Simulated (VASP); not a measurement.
# W8C8N (a cell with a defect) in VASP: notebook

The runs below take W8C8N (a cell with a defect) through single point, with PBE.

Program: VASP 6.6.1. These are calculated values, not measurements. Logs are shortened: lines on timing, memory, paths and dates and some standing lists are left out, and cuts for length are marked.

**1. The cell of the first run**

The cell holds a defect, 17 atoms: a = 5.669 Å, b = 4.910 Å, c = 5.572 Å, α = 90.00°, β = 90.00°, γ = 90.00°.

**2. Single point, PBE**

Input file INCAR:

```
PREC = Accurate ; ENCUT = 520
EDIFF = 1E-6 ; ISMEAR = 0
SIGMA = 0.1 ; LREAL = Auto
LASPH = T ; NELM = 60
ALGO = Normal ; ISIF = 2
LWAVE = F ; LCHARG = F
GGA = PE ; NBANDS = 88
```

Input file KPOINTS:

```
Automatic mesh
0
Gamma
  3 4 3
```

Input file POSCAR:

```
W8C8N
1.0
   -2.8347300000     -4.9098960000      0.0000000000
    4.2520950000     -2.4549480000      0.0000000000
    0.0000000000      0.0000000000      5.5724000000
W C N
8 8 1
Direct
    0.7499289903      0.4608004688      0.0074479999
    0.7499296415      0.5035601134      0.5074475401
    0.4787306085      0.0155129612      0.0074483556
    0.4997668329     -0.0017749654      0.5074481313
    0.2499295744      0.5074783702      0.0074475488
    0.2499275522      0.4970328913      0.5074492565
    0.0211195401      0.0155153857      0.0074484018
    0.0000813465     -0.0017734358      0.5074480846
    0.4920705978      0.6621991824      0.2644024310
    0.4920700813      0.6622016482      0.7504963974
    0.2499245744      0.1748148505      0.2639499222
    0.2499261060      0.1748190073      0.7509478105
    0.0077854924      0.6622035166      0.2643990008
    0.0077858067      0.6622097159      0.7505009129
    0.7499248688      0.1663476071      0.2701507875
    0.7499241261      0.1663479764      0.7447452314
    0.7499240601      0.8240214061      0.0074510877
```

Potentials or basis: VASP PAW PBE potentials, release 64 (W_sv, C, N).

The run is started by

```console
$ cat potpaw_PBE.64/W_sv/POTCAR potpaw_PBE.64/C/POTCAR potpaw_PBE.64/N/POTCAR > POTCAR
$ mpirun -np 1 vasp_std > vasp.out
```

OUTCAR:

```text
PREC = Accurate
   ENCUT = 520
   EDIFF = 1E-6
   ISMEAR = 0
   LREAL = Auto
   LASPH = T
   NELM = 60
   ISIF = 2
   GGA = PE

 ion  position               nearest neighbor table
   1  0.750  0.461  0.007-  17 1.78  16 2.06  15 2.06  13 2.27  14 2.27  10 2.27   9 2.27   7 2.67
                             3 2.67   2 2.79   2 2.79   5 2.84   5 2.84   7 3.13   3 3.13
   2  0.750  0.504  0.507-  15 2.12  16 2.12   9 2.14  13 2.14  10 2.14  14 2.14   1 2.79   1 2.79
                             8 2.81   4 2.81   6 2.83   6 2.83   8 2.86   4 2.86
   3  0.479  0.016  0.007-  17 1.80  12 2.08  11 2.08  15 2.25  16 2.25  10 2.25   9 2.25   7 2.59
                             1 2.67   5 2.74   4 2.79   4 2.79   5 2.81   7 3.08   1 3.13
   4  0.500  0.998  0.507-  16 2.11  15 2.11  10 2.13   9 2.13  11 2.14  12 2.14   3 2.79   3 2.79
                             2 2.81   6 2.83   8 2.83   8 2.84   6 2.84   2 2.86
   5  0.250  0.507  0.007-  10 2.12  14 2.12   9 2.12  13 2.12  12 2.17  11 2.17   3 2.74   7 2.74
                             6 2.79   6 2.79   3 2.81   7 2.81   1 2.84   1 2.84
   6  0.250  0.497  0.507-  12 2.08  11 2.08   9 2.09  10 2.09  13 2.09  14 2.09   5 2.79   5 2.79
                             4 2.83   8 2.83   2 2.83   2 2.83   4 2.84   8 2.84
   7  0.021  0.016  0.007-  17 1.80  11 2.08  12 2.08  15 2.25  16 2.25  14 2.25  13 2.25   3 2.59
                             1 2.67   5 2.74   8 2.79   8 2.79   5 2.81   3 3.08   1 3.13
   8  0.000  0.998  0.507-  15 2.11  16 2.11  14 2.13  13 2.13  11 2.14  12 2.14   7 2.79   7 2.79
                             2 2.81   6 2.83   4 2.83   4 2.84   6 2.84   2 2.86
   9  0.492  0.662  0.264-   6 2.09   5 2.12   4 2.13   2 2.14   3 2.25   1 2.27
  10  0.492  0.662  0.750-   6 2.09   5 2.12   4 2.13   2 2.14   3 2.25   1 2.27
  11  0.250  0.175  0.264-   7 2.08   3 2.08   6 2.08   4 2.14   8 2.14   5 2.17
  12  0.250  0.175  0.751-   3 2.08   7 2.08   6 2.08   4 2.14   8 2.14   5 2.17
  13  0.008  0.662  0.264-   6 2.09   5 2.12   8 2.13   2 2.14   7 2.25   1 2.27
  14  0.008  0.662  0.751-   6 2.09   5 2.12   8 2.13   2 2.14   7 2.25   1 2.27
  15  0.750  0.166  0.270-   1 2.06   8 2.11   4 2.11   2 2.12   7 2.25   3 2.25
  16  0.750  0.166  0.745-   1 2.06   8 2.11   4 2.11   2 2.12   3 2.25   7 2.25
  17  0.750  0.824  0.007-   1 1.78   3 1.80   7 1.80

  LATTYP: Found a simple orthorhombic cell.
 ALAT       =     4.9098962893
 B/A-ratio  =     1.1349323227
 C/A-ratio  =     1.1547004930

  Lattice vectors:

 A1 = (   4.2520950000,  -2.4549480000,   0.0000000000)
 A2 = (   0.0000000000,   0.0000000000,   5.5724000000)
 A3 = (  -2.8347300000,  -4.9098960000,   0.0000000000)

Analysis of symmetry for initial positions (statically):
=====================================================================
 Subroutine PRICEL returns:
 Original cell was already a primitive cell.

 Routine SETGRP: Setting up the symmetry group for a
 simple orthorhombic supercell.

 Subroutine GETGRP returns: Found  2 space group operations
 (whereof  1 operations were pure point group operations)
[... 152 lines left out ...]
   ISMEAR =     0;   SIGMA  =   0.10  broadening in eV -4-tet -1-fermi 0-gaus
   EFERMI_NEDOS =   21; number of points for ismear=-14 and -15
   IALGO  =     38    algorithm
   IMIX   =      4    mixing-type and parameters
     AMIX     =   0.40;   BMIX     =  1.00
     AMIX_MAG =   1.60;   BMIX_MAG =  1.00
  volume/ion in A,a.u.               =       9.12        61.57
  Fermi-wavevector in a.u.,A,eV,Ry     =   1.615294  3.052462 35.499963  2.609174
  Thomas-Fermi vector in A             =   2.710065
   LORBIT       =      0    0 simple, 1 ext, 2 COOP (PROOUT), +10 PAW based schemes
   GGA     = PE    functional components
   LHFCALC =     F    Hartree Fock is set to
   AEXX    =    0.0000 exact exchange contribution
   IVDW    =     0    specifies the selected vdW correction
   LEPSILON=     F    determine dielectric tensor
   LRPA    =     F    only Hartree local field effects (RPA)
 non-spin polarized calculation
 Gauss-broadening in eV      SIGMA  =   0.10
  energy-cutoff  :      520.00
  volume of cell :      155.12
 maximum number of plane-waves:      4210
 NGX is ok and might be reduce to    42
   NGX = 21   NGY = 19   NGZ = 21

 number of electron     149.0000014 magnetization

 Free energy of the ion-electron system (eV)
  ---------------------------------------------------
  ext. energy  EPLUGINS =         0.00000000
  ---------------------------------------------------
  free energy    TOTEN  =      -178.33892507 eV

  energy without entropy =     -178.32335582  energy(sigma->0) =     -178.33114045

 E-fermi :  13.0025     XC(G=0): -14.3647

 val. band max:       12.9410436716   @ k =   0.3333   0.5000   0.0000
 cond. band min:      13.0469378738   @ k =  -0.3333   0.2500  -0.3333
 fundamental gap:      0.1058942022
 Fermi energy:        13.0025298386

 k-point     1 :       0.0000    0.0000    0.0000
  band No.  band energies     occupation
      1     -61.4432      2.00000
      2     -61.3355      2.00000
      3     -61.2751      2.00000
      4     -61.2517      2.00000
      5     -61.1709      2.00000
      6     -61.1201      2.00000
[... 1235 lines left out ...]
     85      16.7258      0.00000
     86      17.0433      0.00000
 [bands above 86 left out]

------------------------ aborting loop because EDIFF is reached ----------------------------------------

  FORCE on cell =-STRESS in cart. coord.  units (eV):
  Direction    XX          YY          ZZ          XY          YZ          ZX
  --------------------------------------------------------------------------------------
  -------------------------------------------------------------------------------------
  Total       74.9998295     72.1655911     55.0044894     -2.4515709      0.0000000      0.0000000
  in kB      774.6661620    745.3915815    568.1361812    -25.3220448      0.0000000      0.0000000
  external PRESSURE =     696.0646416 kB  Pullay stress =       0.0000000 kB

 VOLUME and BASIS-vectors are now :
 -----------------------------------------------------------------------------
  energy-cutoff  :      520.00
  volume of cell :      155.12
      direct lattice vectors                 reciprocal lattice vectors
    -2.834730000 -4.909896000  0.000000000    -0.088191821 -0.152752726  0.000000000
     4.252095000 -2.454948000  0.000000000     0.176383641 -0.101835151  0.000000000
     0.000000000  0.000000000  5.572400000     0.000000000  0.000000000  0.179455890

 POSITION                                       TOTAL-FORCE (eV/Angst)
 -----------------------------------------------------------------------------------
     -0.16648     -4.81331      0.04150        -0.155613      0.089711      0.000000
      0.01534     -4.91829      2.82770         0.009642     -0.005163      0.000000
     -1.29111     -2.38860      0.04151         0.147457      0.080875      0.000000
      2.82784     -4.90439      2.82770        -0.003535      0.000425      0.000000
      1.44936     -2.47296      0.04150         0.006678     -0.003776      0.000000
      1.40495     -2.44731      2.82771         0.000213      0.000375      0.000000
[... 9 lines left out ...]
     -1.41851     -4.09043      4.15002        -0.012289      0.006581      0.004999
      1.37799     -5.70498      0.04152        -0.002508      0.000708      0.000000
 -----------------------------------------------------------------------------------
    total drift:                               -0.004417      0.006228      0.137196

  FREE ENERGIE OF THE ION-ELECTRON SYSTEM (eV)
  ---------------------------------------------------
  free  energy   TOTEN  =      -178.3389250743 eV

  energy  without entropy=     -178.3233558235  energy(sigma->0) =     -178.33114045
```

OSZICAR:

```text
N       E                     dE             d eps       ncg     rms          rms(c)
DAV:   1     0.205362323695E+04    0.20536E+04   -0.80109E+04  2464   0.197E+03
DAV:   2     0.172915737922E+02   -0.20363E+04   -0.19777E+04  2472   0.640E+02
DAV:   3    -0.195903855222E+03   -0.21320E+03   -0.20502E+03  2840   0.180E+02
DAV:   4    -0.205123545652E+03   -0.92197E+01   -0.90788E+01  2920   0.348E+01
DAV:   5    -0.205366159767E+03   -0.24261E+00   -0.24185E+00  2968   0.542E+00    0.119E+02
DAV:   6    -0.180323927678E+03    0.25042E+02   -0.16521E+02  3144   0.453E+01    0.396E+01
DAV:   7    -0.179370426506E+03    0.95350E+00   -0.27883E+01  3160   0.207E+01    0.243E+01
DAV:   8    -0.178344456327E+03    0.10260E+01   -0.51445E+00  3128   0.121E+01    0.772E+00
DAV:   9    -0.178358928578E+03   -0.14472E-01   -0.12604E+00  2856   0.556E+00    0.123E+00
DAV:  10    -0.178338839065E+03    0.20090E-01   -0.13984E-01  2864   0.202E+00    0.533E-01
DAV:  11    -0.178339220070E+03   -0.38101E-03   -0.32555E-02  3000   0.669E-01    0.267E-01
DAV:  12    -0.178338853108E+03    0.36696E-03   -0.26294E-03  2968   0.236E-01    0.136E-01
DAV:  13    -0.178338933490E+03   -0.80382E-04   -0.96998E-04  2992   0.134E-01    0.558E-02
DAV:  14    -0.178338927355E+03    0.61354E-05   -0.11566E-04  3000   0.679E-02    0.217E-02
DAV:  15    -0.178338925899E+03    0.14554E-05   -0.44846E-05  2824   0.275E-02    0.726E-03
DAV:  16    -0.178338925074E+03    0.82514E-06   -0.32868E-06  2184   0.868E-03
   1 F= -.17833893E+03 E0= -.17833114E+03  d E =-.155693E-01
```

Wall time 8.7 min (1 thread of AMD EPYC 7R43 (Zen 3), shared host); peak memory 0.28 GiB.

Results:

- Free energy: -178.3389 eV
- Pressure: 69.6 GPa
- Largest force: 0.180 eV/Å

Forces in eV/Å, atoms in the order of the input:
```
W   -0.156  0.090  0.000
W    0.010 -0.005  0.000
W    0.147  0.081  0.000
W   -0.004  0.000  0.000
W    0.007 -0.004  0.000
W    0.000  0.000  0.000
W    0.003 -0.168  0.000
W   -0.003  0.002  0.000
C    0.000 -0.008 -0.015
C    0.000 -0.008  0.015
C    0.004 -0.002  0.007
C    0.004 -0.002 -0.007
C    0.007  0.004 -0.014
C    0.007  0.004  0.014
C   -0.012  0.007 -0.005
C   -0.012  0.007  0.005
N   -0.003  0.001  0.000
```

Caveat: the k points lie up to 0.38 Å⁻¹ apart; spin-orbit coupling is left out, which moves the levels of the heavy elements.

**3. Single point, PBE**

Input file INCAR:

```
SYSTEM = W8C8N
ALGO = Normal ; EDIFF = 1E-6
ENCUT = 520 ; GGA = PE
ISIF = 2 ; ISMEAR = 0
LASPH = .TRUE. ; LCHARG = .FALSE.
LREAL = Auto ; LWAVE = .FALSE.
NBANDS = 88 ; NELM = 100
PREC = Accurate ; SIGMA = 0.1
```

Input file KPOINTS:

```
k-points
0
G
  3 4 3
  0 0 0
```

Input file POSCAR:

```
W8C8N
1.0
   -2.8347300000     -4.9098960000      0.0000000000
    4.2520950000     -2.4549480000      0.0000000000
    0.0000000000      0.0000000000      5.5724000000
W C N
8 8 1
Direct
    0.7500187682      0.5050178828     -0.0072349218
    0.7500167595      0.4623754642      0.4928511868
    0.4999437286     -0.0003273784     -0.0072290823
    0.4789138344      0.0169413903      0.4927647580
    0.2500463137      0.4984862128     -0.0072510327
    0.2500335386      0.5088512183      0.4927335402
    0.0002043867     -0.0003483010     -0.0072290099
    0.0212289873      0.0169563856      0.4927674799
    0.4922386984      0.6636003733      0.2357800544
    0.4921422511      0.6637262809      0.7496497908
    0.2500662653      0.1762039744      0.2362004861
    0.2500808412      0.1762275920      0.7492423872
    0.0078035542      0.6635895759      0.2358120049
    0.0079324198      0.6637362371      0.7496320678
    0.7500785172      0.1678441711      0.2302546248
    0.7500656262      0.1677135387      0.7554070649
    0.7500855296      0.8255419719      0.4928474008
```

Potentials or basis: VASP PAW PBE potentials, release 64 (W_sv, C, N).

The run is started by

```console
$ cat potpaw_PBE.64/W_sv/POTCAR potpaw_PBE.64/C/POTCAR potpaw_PBE.64/N/POTCAR > POTCAR
$ mpirun -np 1 vasp_std > vasp.out
```

It took 8.6 min on 1 thread of AMD EPYC 7R43 (Zen 3), shared host; peak memory 0.32 GiB.

Results (log left out):

* Free energy: -178.3387 eV
* Pressure: 69.6 GPa
* Largest force: 0.206 eV/Å

Forces in eV/Å, atoms in the order of the input:
```
W    0.000 -0.007  0.000
W   -0.179  0.101 -0.007
W   -0.001  0.004  0.006
W    0.165  0.102 -0.003
W   -0.001  0.004 -0.001
W    0.015 -0.009  0.002
W    0.001  0.001  0.005
W   -0.002 -0.196 -0.002
C    0.006 -0.004  0.016
C   -0.003 -0.006 -0.006
C    0.005 -0.003 -0.007
C    0.008 -0.004  0.007
C    0.005 -0.006  0.012
C    0.002  0.006 -0.003
C   -0.014  0.008 -0.020
C    0.001  0.000  0.004
N   -0.007  0.008 -0.003
```

Stress tensor (GPa, compression positive):
```
77.47 -2.53  0.01
-2.53 74.56  0.00
 0.01  0.00 56.80
```

Levels at points of the mesh, in eV from the Fermi level:
| k point | band 70 | band 71 | band 72 | band 73 | band 74 | band 75 | band 76 | band 77 | band 78 | band 79 |
| --- | --- | --- | --- | --- | --- | --- | --- | --- | --- | --- |
| (0.00, 0.00, 0.00) | -1.40 | -1.33 | -1.08 | -0.66 | -0.34 | 0.39 | 0.52 | 0.63 | 1.86 | 1.99 |
| (0.00, 0.50, 0.00) | -1.65 | -1.07 | -0.93 | -0.40 | -0.16 | 0.65 | 0.75 | 1.79 | 1.96 | 2.34 |

Caveat: the k points lie up to 0.38 Å⁻¹ apart; spin-orbit coupling is left out, which moves the levels of the heavy elements.
